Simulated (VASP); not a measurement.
Here is a VASP 6.6.1 calculation.

Contents of INCAR:

```
ALGO = Normal
EDIFF = 1E-6
ENCUT = 520
GGA = PE
ISIF = 2
ISMEAR = -1
LASPH = True
LCHARG = True
LELF = True
LREAL = False
LVHAR = True
LWAVE = False
NBANDS = 11
NELM = 100
PREC = Accurate
SIGMA = 0.08
```

The input KPOINTS:

```
k-points
0
Gamma
  11 11 11
```

File POSCAR:

```
Si
1.0
    0.0000000000      2.6605082448      2.6605082448
    2.6605082448      0.0000000000      2.6605082448
    2.6605082448      2.6605082448      0.0000000000
Si
2
Direct
    0.5000000000      0.5000000000      0.5000000000
    0.7500000000      0.7500000000      0.7500000000
```

Potentials or basis: VASP PAW PBE potentials, release 64 (Si).

Run with:

```console
$ cat potpaw_PBE.64/Si/POTCAR > POTCAR
$ mpirun -np 1 vasp_std > vasp.out
```

**Question.** What does it give for the band gap on the k mesh?

**Answer.** 0.47 eV, indirect (least direct gap 2.59 eV).

**Question.** Predict the pressure.

**Answer.** 8.7 GPa.

 A k mesh can miss the band edges.
